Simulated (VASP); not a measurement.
Runs of VASP 6.6.1 on Hf. It takes space group P6_3/mmc (No. 194, hexagonal). Conventional cell: a = 3.205 Å, b = 3.205 Å, c = 5.074 Å, α = 90.00°, β = 90.00°, γ = 120.00°. Hf (site symmetry -6m2) has 12 Hf at 3.14 to 3.20 Å within 4.1 Å. 

```tsv
smearing	gap on the mesh (eV)	pressure (GPa)
methfessel-paxton 0.01 eV	none	-0.2
gaussian 1 eV	none	1.5
gaussian 0.3 eV	none	-0.5
methfessel-paxton 0.2 eV	none	(b)
gaussian 0.6 eV	none	(a)
```

Alike in all rows: task single point; level PBE; potentials or basis VASP PAW PBE potentials, release 64 (Hf_pv); no spin polarisation; cell as given; k mesh 11 × 11 × 6; cutoff (eV) 520.

Question: Fill in the values left out.

Answer: (a) 0.1; (b) -0.4.

Caveats: spin-orbit coupling is left out, which moves the levels of the heavy elements; so wide a smearing shifts energies and pressures (at least some runs).

A k mesh can miss the band edges, and the runs leave out spin-orbit coupling on Hf.

A gap of «none» marks levels without a gap at the run's occupations.
